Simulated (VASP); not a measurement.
Here is a VASP 6.6.1 calculation.

Contents of INCAR:

```
PREC = Accurate ; ENCUT = 520
EDIFF = 1E-7 ; ISMEAR = -1
SIGMA = 0.13605693000000002 ; LREAL = F
LASPH = T ; NELM = 80
ALGO = Normal ; ISIF = 2
LWAVE = F ; LCHARG = T
LELF = T ; LVHAR = T
NBANDS = 10
```

KPOINTS

```
Automatic mesh
0
Gamma
  15 15 15
```

POSCAR

```
Co
1.0
    2.2235756570      0.0000000000      0.0000000000
    0.0000000000      2.2235756570      0.0000000000
    0.0000000000      0.0000000000      2.2235756570
Co
1
Direct
    0.0000000000      0.0000000000      0.0000000000
```

Potentials or basis: VASP PAW LDA potentials, release 64 (Co).

Run with:

```console
$ cat potpaw_LDA.64/Co/POTCAR > POTCAR
$ mpirun -np 1 vasp_std > vasp.out
```

**Question.** Predict the pressure.

**Answer.** 0.1 GPa.

Caveat: the run has no spin polarisation, though such a crystal can be magnetic. Spin polarisation is off, so any magnetic state and its effect on volume and gap are missing.
